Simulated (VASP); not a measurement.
Input of a VASP 6.6.1 run:

File INCAR:

```
ALGO     = Normal         # electronic algorithm
EDIFF    = 1E-6           # SCF threshold, eV
ENCUT    = 520            # plane-wave cutoff, eV
GGA      = PE             # functional
ISIF     = 2              # what is computed and relaxed
ISMEAR   = -1             # smearing method
LASPH    = True           # aspherical terms in the spheres
LCHARG   = False          # write CHGCAR
LREAL    = False          # projectors in reciprocal space
LWAVE    = False          # write WAVECAR
NBANDS   = 8              # bands
NELM     = 100            # most SCF steps
PREC     = Accurate       # precision mode
SIGMA    = 0.05           # smearing width, eV
```

Contents of KPOINTS:

```
k-points
0
Gamma
  18 18 8
```

File POSCAR:

```
B
1.0
    1.7024000000      0.0000000000      0.0000000000
   -0.8512000000      1.4744000000      0.0000000000
    0.0000000000      0.0000000000      3.6354000000
B
1
Direct
    0.0000000000      0.0000000000      0.0000000000
```

Potentials or basis: VASP PAW PBE potentials, release 64 (B).

Run with:

```console
$ cat potpaw_PBE.64/B/POTCAR > POTCAR
$ mpirun -np 1 vasp_std > vasp.out
```

Problem. Estimate the pressure.

Solution. 3.2 GPa.

Stress tensor (GPa, compression positive):
```
4.61 0.00 0.00
0.00 4.58 0.00
0.00 0.00 0.31
```
